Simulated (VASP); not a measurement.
# GaN (F-43m) in VASP: a series of runs

Runs on GaN. Level: PBE. Tasks: band structure.

Program: VASP 6.6.1. These are calculated values, not measurements. Logs are shortened: lines on timing, memory, paths and dates and some standing lists are left out, and cuts for length are marked.

## 1. The cell of the first run

It takes space group F-43m (No. 216, cubic). Conventional cell: a = 4.507 Å, b = 4.507 Å, c = 4.507 Å, α = 90.00°, β = 90.00°, γ = 90.00°. Ga (site symmetry -43m) has 4 N at 1.95 Å within 2.6 Å. Within 2.6 Å of N (site symmetry -43m) lie 4 Ga at 1.95 Å.

## 2. Band structure, PBE, non-collinear spin, zero start, spin-orbit coupling

Contents of INCAR:

```
GGA      = PE             # functional
LSORBIT  = True           # spin-orbit coupling
MAGMOM   = 0 0 0 0 0 0    # initial moments
LORBIT   = 11             # projections on sites
ISMEAR   = 0              # smearing method
SIGMA    = 0.03           # smearing width, eV
LWAVE    = False          # write WAVECAR
LCHARG   = False          # write CHGCAR
NBANDS   = 42             # bands
PREC     = Accurate       # precision mode
LASPH    = True           # aspherical terms in the spheres
LREAL    = False          # projectors in reciprocal space
ALGO     = Normal         # electronic algorithm
EDIFF    = 1E-6           # SCF threshold, eV
NELM     = 200            # most SCF steps
GGA_COMPAT= False        
ENCUT    = 460            # plane-wave cutoff, eV
EFERMI   = MIDGAP
```

Contents of KPOINTS:

```
Automatic mesh
0
Gamma
  7 7 7
  0 0 0
```

Contents of KPOINTS_OPT:

```
path GXWKGLUWLK,UX
12
line-mode
reciprocal
 0.0000000000  0.0000000000  0.0000000000  G
 0.5000000000  0.0000000000  0.5000000000  X

 0.5000000000  0.0000000000  0.5000000000  X
 0.5000000000  0.2500000000  0.7500000000  W

 0.5000000000  0.2500000000  0.7500000000  W
 0.3750000000  0.3750000000  0.7500000000  K

 0.3750000000  0.3750000000  0.7500000000  K
 0.0000000000  0.0000000000  0.0000000000  G

 0.0000000000  0.0000000000  0.0000000000  G
 0.5000000000  0.5000000000  0.5000000000  L

 0.5000000000  0.5000000000  0.5000000000  L
 0.6250000000  0.2500000000  0.6250000000  U

 0.6250000000  0.2500000000  0.6250000000  U
 0.5000000000  0.2500000000  0.7500000000  W

 0.5000000000  0.2500000000  0.7500000000  W
 0.5000000000  0.5000000000  0.5000000000  L

 0.5000000000  0.5000000000  0.5000000000  L
 0.3750000000  0.3750000000  0.7500000000  K

 0.6250000000  0.2500000000  0.6250000000  U
 0.5000000000  0.0000000000  0.5000000000  X
```

Contents of POSCAR:

```
GaN
1.0
    0.0000000000      2.2535006075      2.2535006075
    2.2535006075      0.0000000000      2.2535006075
    2.2535006075      2.2535006075      0.0000000000
Ga N
1 1
Direct
    0.0000000000      0.0000000000      0.0000000000
    0.2500000000      0.2500000000      0.2500000000
```

Potentials or basis: VASP PAW PBE potentials, release 64 (Ga_d, N).

On the command line:

```sh
$ cat potpaw_PBE.64/Ga_d/POTCAR potpaw_PBE.64/N/POTCAR > POTCAR
$ mpirun -np 1 vasp_ncl > vasp.out
```

OUTCAR:

```text
GGA = PE
   LSORBIT = True
   LORBIT = 11
   ISMEAR = 0
   PREC = Accurate
   LASPH = True
   LREAL = False
   EDIFF = 1E-6
   NELM = 200
   ENCUT = 460
   EFERMI = MIDGAP

 Found     30 irreducible k-points:

 Following reciprocal coordinates:
            Coordinates               Weight
  0.000000  0.000000  0.000000      1.000000
  0.142857  0.000000  0.000000      4.000000
 -0.142857  0.000000  0.000000      4.000000
  0.285714  0.000000  0.000000      4.000000
 -0.285714  0.000000  0.000000      4.000000
  0.428571  0.000000  0.000000      4.000000
   k-points           NKPTS =     30   k-points in BZ     NKDIM =     30   number of bands    NBANDS=     42
   number of dos      NEDOS =    301   number of ions     NIONS =      2
   total plane-waves  NPLWV =  13824
   dimension x,y,z NGX =    24 NGY =   24 NGZ =   24
   dimension x,y,z NGXF=    48 NGYF=   48 NGZF=   48
   ions per type =               1   1
   NGX,Y,Z   is equivalent  to a cutoff of  12.52, 12.52, 12.52 a.u.
   NGXF,Y,Z  is equivalent  to a cutoff of  25.04, 25.04, 25.04 a.u.
 SYSTEM =  unknown system
   PREC   = accura    normal or accurate (medium, high low for compatibility)
   ISTART =      0    job   : 0-new  1-cont  2-samecut
   ICHARG =      2    charge: 1-file 2-atom 10-const
   ISPIN  =      1    spin polarized calculation?
   LNONCOLLINEAR =      T non collinear calculations
   LSORBIT =      T    spin-orbit coupling
   LASPH  =      T    aspherical Exc in radial PAW
   ENCUT  =  460.0 eV  33.81 Ry    5.81 a.u.   5.57  5.57  5.57*2*pi/ulx,y,z
   NELM   =    200;   NELMIN=  2; NELMDL= -5     # of ELM steps
   EDIFF  = 0.1E-05   stopping-criterion for ELM
   LREAL  =      F    real-space projection
   EDIFFG = 0.1E-04   stopping-criterion for IOM
   NSW    =      0    number of steps for IOM
   IBRION =     -1    ionic relax: 0-MD 1-quasi-New 2-CG
   NFREE  =      0    steps in history (QN), initial steepest desc. (CG)
   ISIF   =      2    stress and relaxation
   ISYM   =      2    0-nonsym 1-usesym 2-fastsym
   POTIM  = 0.5000    time-step for ionic-motion
   TEBEG  =    0.0;   TEEND  =   0.0 temperature during run

   SCALEE = 1.0000    scale energy and forces
   PSTRESS=    0.0 pullay stress
   NELECT =      18.0000    total number of electrons
   NUPDOWN=      -1.0000    fix difference up-down
   EMIN   =  10.00;   EMAX   =-10.00  energy-range for DOS
   EFERMI =   0.00;   METHOD = MIDGAP
   ISMEAR =     0;   SIGMA  =   0.03  broadening in eV -4-tet -1-fermi 0-gaus
   EFERMI_NEDOS =   21; number of points for ismear=-14 and -15
   IALGO  =     38    algorithm
   IMIX   =      4    mixing-type and parameters
     AMIX     =   0.40;   BMIX     =  1.00
     AMIX_MAG =   1.60;   BMIX_MAG =  1.00
  volume/ion in A,a.u.               =      11.44        77.23
  Fermi-wavevector in a.u.,A,eV,Ry     =   1.511117  2.855596 31.068543  2.283473
  Thomas-Fermi vector in A             =   2.621216
   LORBIT       =     11    0 simple, 1 ext, 2 COOP (PROOUT), +10 PAW based schemes
   GGA     = PE    functional components
   LHFCALC =     F    Hartree Fock is set to
   AEXX    =    0.0000 exact exchange contribution
   IVDW    =     0    specifies the selected vdW correction
   LEPSILON=     F    determine dielectric tensor
   LRPA    =     F    only Hartree local field effects (RPA)

   CSHIFT  =0.1000    complex shift for real part using Kramers Kronig

   OMEGAMAX=  -1.0    maximum frequency
 Gauss-broadening in eV      SIGMA  =   0.03
  energy-cutoff  :      460.00
  volume of cell :       22.89
 maximum number of plane-waves:      1062
 NGX is ok and might be reduce to    24
   NGX = 11   NGY = 11   NGZ = 11

 number of electron      18.0000005 magnetization       0.0000000      0.0000000     -0.0000000

 number of electron      18.0000004 magnetization      -0.0000000     -0.0000000     -0.0000000

 number of electron      18.0000004 magnetization       0.0000000      0.0000000      0.0000000

 Free energy of the ion-electron system (eV)
  ---------------------------------------------------
  ext. energy  EPLUGINS =         0.00000000
  ---------------------------------------------------
  free energy    TOTEN  =       -12.14957858 eV

  energy without entropy =      -12.14957858  energy(sigma->0) =      -12.14957858

 E-fermi :   6.1461     XC(G=0): -11.6666

 val. band max:        5.2856151571   @ k =   0.0000   0.0000   0.0000
 cond. band min:       7.0065891276   @ k =   0.0000   0.0000   0.0000
 fundamental gap:      1.7209739705
 Fermi energy:         6.1461021424

 k-point     1 :       0.0000    0.0000    0.0000
  band No.  band energies     occupation
      1     -10.6519      1.00000
      2     -10.6519      1.00000
      3      -8.3427      1.00000
      4      -8.3427      1.00000
      5      -8.3427      1.00000
      6      -8.3427      1.00000
[... 22 lines left out ...]
     29      24.1295      0.00000
     30      24.1295      0.00000

 k-point     2 :       0.1429    0.0000    0.0000
  band No.  band energies     occupation
      1     -10.4371      1.00000
      2     -10.4371      1.00000
      3      -8.3429      1.00000
      4      -8.3179      1.00000
      5      -8.2754      1.00000
      6      -8.2754      1.00000
[... 22 lines left out ...]
     29      22.3611      0.00000
     30      22.3684      0.00000

 k-point     3 :      -0.1429    0.0000    0.0000
  band No.  band energies     occupation
      1     -10.4371      1.00000
      2     -10.4371      1.00000
      3      -8.3429      1.00000
      4      -8.3179      1.00000
      5      -8.2754      1.00000
      6      -8.2754      1.00000
[... 22 lines left out ...]
     29      22.3611      0.00000
     30      22.3684      0.00000

 k-point     4 :       0.2857    0.0000    0.0000
  band No.  band energies     occupation
      1     -10.0109      1.00000
      2     -10.0109      1.00000
      3      -8.3264      1.00000
      4      -8.2956      1.00000
      5      -8.0676      1.00000
      6      -8.0676      1.00000
[... 22 lines left out ...]
     29      22.3902      0.00000
     30      22.3902      0.00000

 k-point     5 :      -0.2857    0.0000    0.0000
  band No.  band energies     occupation
      1     -10.0109      1.00000
      2     -10.0109      1.00000
      3      -8.3264      1.00000
      4      -8.2956      1.00000
      5      -8.0676      1.00000
      6      -8.0676      1.00000
[... 22 lines left out ...]
     29      22.3902      0.00000
     30      22.3902      0.00000

 k-point     6 :       0.4286    0.0000    0.0000
  band No.  band energies     occupation
      1      -9.7775      1.00000
      2      -9.7775      1.00000
      3      -8.3099      1.00000
      4      -8.2967      1.00000
      5      -7.9361      1.00000
      6      -7.9361      1.00000
[... 22 lines left out ...]
     29      24.3237      0.00000
     30      24.3237      0.00000

 [... further k-points ...]

 [bands above 30 left out]

------------------------ aborting loop because EDIFF is reached ----------------------------------------

  FORCE on cell =-STRESS in cart. coord.  units (eV):
  Direction    XX          YY          ZZ          XY          YZ          ZX
  --------------------------------------------------------------------------------------
  -------------------------------------------------------------------------------------
  Total        0.6309200      0.6309200      0.6309200      0.0000000     -0.0000000      0.0000000
  in kB       44.1653643     44.1653643     44.1653643      0.0000000     -0.0000000      0.0000000
  external PRESSURE =      44.1653643 kB  Pullay stress =       0.0000000 kB

 VOLUME and BASIS-vectors are now :
 -----------------------------------------------------------------------------
  energy-cutoff  :      460.00
  volume of cell :       22.89
      direct lattice vectors                 reciprocal lattice vectors
     0.000000000  2.253500607  2.253500607    -0.221877020  0.221877020  0.221877020
     2.253500607  0.000000000  2.253500607     0.221877020 -0.221877020  0.221877020
     2.253500607  2.253500607  0.000000000     0.221877020  0.221877020 -0.221877020

 POSITION                                       TOTAL-FORCE (eV/Angst)
 -----------------------------------------------------------------------------------
      0.00000      0.00000      0.00000         0.000000      0.000000      0.000000
      1.12675      1.12675      1.12675        -0.000000     -0.000000     -0.000000
 -----------------------------------------------------------------------------------
    total drift:                                0.000002      0.000002      0.000002

  FREE ENERGIE OF THE ION-ELECTRON SYSTEM (eV)
  ---------------------------------------------------
  free  energy   TOTEN  =       -12.1495785823 eV

  energy  without entropy=      -12.1495785823  energy(sigma->0) =      -12.14957858

 Spin-Orbit-Coupling matrix elements

 Ion:    1  E_soc:     -0.0107772
 l=   1
     0.0000000    -0.0009754    -0.0009754
    -0.0009754     0.0000000    -0.0009754
    -0.0009754    -0.0009754     0.0000000
 l=   2
     0.0000000    -0.0001711     0.0000000    -0.0001711    -0.0006497
    -0.0001711     0.0000000    -0.0004872    -0.0001711    -0.0001624
     0.0000000    -0.0004872     0.0000000    -0.0004872     0.0000000
    -0.0001711    -0.0001711    -0.0004872     0.0000000    -0.0001624
    -0.0006497    -0.0001624     0.0000000    -0.0001624     0.0000000
 l=   3
     0.0000000     0.0000000     0.0000000     0.0000000     0.0000000     0.0000000     0.0000000
     0.0000000     0.0000000     0.0000000     0.0000000     0.0000000     0.0000000     0.0000000
     0.0000000     0.0000000     0.0000000     0.0000000     0.0000000     0.0000000     0.0000000
     0.0000000     0.0000000     0.0000000     0.0000000     0.0000000     0.0000000     0.0000000
     0.0000000     0.0000000     0.0000000     0.0000000     0.0000000     0.0000000     0.0000000
     0.0000000     0.0000000     0.0000000     0.0000000     0.0000000     0.0000000     0.0000000
     0.0000000     0.0000000     0.0000000     0.0000000     0.0000000     0.0000000     0.0000000

 Ion:    2  E_soc:     -0.0000953
 l=   1
     0.0000000    -0.0000159    -0.0000159
    -0.0000159     0.0000000    -0.0000159
    -0.0000159    -0.0000159     0.0000000
 l=   2
     0.0000000     0.0000000     0.0000000     0.0000000     0.0000000
     0.0000000     0.0000000     0.0000000     0.0000000     0.0000000
     0.0000000     0.0000000     0.0000000     0.0000000     0.0000000
     0.0000000     0.0000000     0.0000000     0.0000000     0.0000000
     0.0000000     0.0000000     0.0000000     0.0000000     0.0000000
 l=   3
     0.0000000     0.0000000     0.0000000     0.0000000     0.0000000     0.0000000     0.0000000
     0.0000000     0.0000000     0.0000000     0.0000000     0.0000000     0.0000000     0.0000000
     0.0000000     0.0000000     0.0000000     0.0000000     0.0000000     0.0000000     0.0000000
     0.0000000     0.0000000     0.0000000     0.0000000     0.0000000     0.0000000     0.0000000
     0.0000000     0.0000000     0.0000000     0.0000000     0.0000000     0.0000000     0.0000000
     0.0000000     0.0000000     0.0000000     0.0000000     0.0000000     0.0000000     0.0000000
     0.0000000     0.0000000     0.0000000     0.0000000     0.0000000     0.0000000     0.0000000

 total charge

# of ion       s       p       d       tot
------------------------------------------
    1        0.789   0.899  10.178  11.866
    2        1.229   2.509   0.000   3.738
--------------------------------------------------
tot          2.019   3.408  10.178  15.604

 magnetization (x)

# of ion       s       p       d       tot
------------------------------------------
    1        0.000  -0.000  -0.000  -0.000
    2        0.000   0.000   0.000   0.000
--------------------------------------------------
tot          0.000  -0.000  -0.000  -0.000

 magnetization (y)

# of ion       s       p       d       tot
------------------------------------------
    1        0.000  -0.000   0.000  -0.000
    2        0.000   0.000   0.000   0.000
--------------------------------------------------
tot          0.000  -0.000   0.000  -0.000

 magnetization (z)

# of ion       s       p       d       tot
------------------------------------------
    1        0.000  -0.000   0.000  -0.000
    2       -0.000  -0.000   0.000  -0.000
--------------------------------------------------
tot         -0.000  -0.000   0.000  -0.000
```

Run time: 3.6 min. Hardware: 1 thread of Intel Xeon Platinum 8375C at 2.90GHz (Ice Lake), shared host; peak memory 0.23 GiB.

What came out:

```
Free energy                                           : -12.1496 eV
Pressure                                              : 4.4 GPa
Net moment                                            : 0.00 μB per cell
Valence electrons inside the program's atomic spheres : Ga 11.87; N 3.74
```

Moments on the atoms (μB; x, y, z):
```
Ga  0.00 0.00 0.00
N   0.00 0.00 0.00
```

Caveat: the cutoff is under 1.25 times the usual one of these potentials, so pressure, stress and relaxed cells hold a basis-set (Pulay) error; the cell stands under pressure.

(Continued in part 2 of 2.)
